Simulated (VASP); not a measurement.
Input of a VASP 6.6.1 run:

The input INCAR:

```
SYSTEM = TaF3
  PREC = Accurate
  ENCUT = 520
  EDIFF = 1E-6
  ISMEAR = 0
  SIGMA = 0.15
  LREAL = .False.
  LASPH = .True.
  NELM = 60
  ALGO = Normal
  ISIF = 2
  LWAVE = .False.
  LCHARG = .False.
  GGA = PS
  NBANDS = 24
```

The input KPOINTS:

```
regular mesh
0
Gamma
  14 14 14
  0 0 0
```

File POSCAR:

```
TaF3
1.0
    3.4757490473      0.0000000000      0.0000000000
    0.0000000000      3.4757490473      0.0000000000
    0.0000000000      0.0000000000      4.9147091528
Ta F
1 3
Direct
    0.0000000000      0.0000000000      0.0000000000
    0.5000000000      0.0000000000      0.0000000000
    0.0000000000      0.5000000000      0.0000000000
    0.0000000000      0.0000000000      0.5000000000
```

Potentials or basis: VASP PAW PBE potentials, release 64 (Ta_pv, F).

The run is started by

```bash
$ cat potpaw_PBE.64/Ta_pv/POTCAR potpaw_PBE.64/F/POTCAR > POTCAR
$ mpirun -np 1 vasp_std > vasp.out
```

Problem. Predict the band gap on the k mesh.

Solution. Zero (bands 16 and 17 overlap by 3.88 eV).

Problem. Estimate the pressure.

Solution. 61.8 GPa.

Stress tensor (GPa, compression positive):
```
103.73   0.00   0.00
  0.00 103.73   0.00
  0.00   0.00 -22.06
```

Caveat: the cell stands under pressure; the PAW data sets were made with another functional, which shifts forces and pressure a little; spin-orbit coupling is left out, which moves the levels of the heavy elements.
